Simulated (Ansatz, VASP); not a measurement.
## Hf2SnSe6 in VASP and in Ansatz

```
Hf Sn Se
1.0
     6.61052    0.00000    0.00000
    -3.30526    5.72488    0.00000
     0.00000    0.00000    7.20510
Hf Sn Se
2 1 6
Direct
  0.66667 0.33333 0.00000
  0.33333 0.66667 0.00000
  0.00000 0.00000 0.00000
  0.66043 0.66043 0.22025
  0.33957 0.00000 0.22025
  0.00000 0.33957 0.22025
  0.00000 0.66043 0.77975
  0.66043 0.00000 0.77975
  0.33957 0.33957 0.77975
```

Alike in both runs: functional PBE; k mesh 6 × 6 × 6; occupations gaussian, width 0.01 eV; no spin polarisation.

Ansatz relaxed the structure, and its values are those at the end. VASP's run is a single point on that final structure, the one shown.

```csv
,VASP,Ansatz
version,VASP 6.6.1,Ansatz 0.2.0
potentials or method,"VASP PAW PBE potentials, release 64 (Hf_pv, Sn_d, Se), cutoff 520 eV","scalar-relativistic, plane waves, PAW"
valence electrons in the cell,70,162
```

```csv
,VASP,Ansatz,Ansatz less VASP
gap on the k mesh at the Fermi level (eV),0.15,0.15,-0.006
least direct gap on the mesh (eV),0.52,0.52,-0.006
pressure (GPa),-0.2,0.0,+0.17
rms of the force components (eV/Å),0.017,0.002,-0.0154
```

The functional is the same, so the differences come from potentials, cutoffs and numerics. VASP's potentials hold 70 valence electrons a cell and Ansatz's 162, so a difference there can come from the potentials and not from the codes.

Spin-orbit coupling is off throughout.
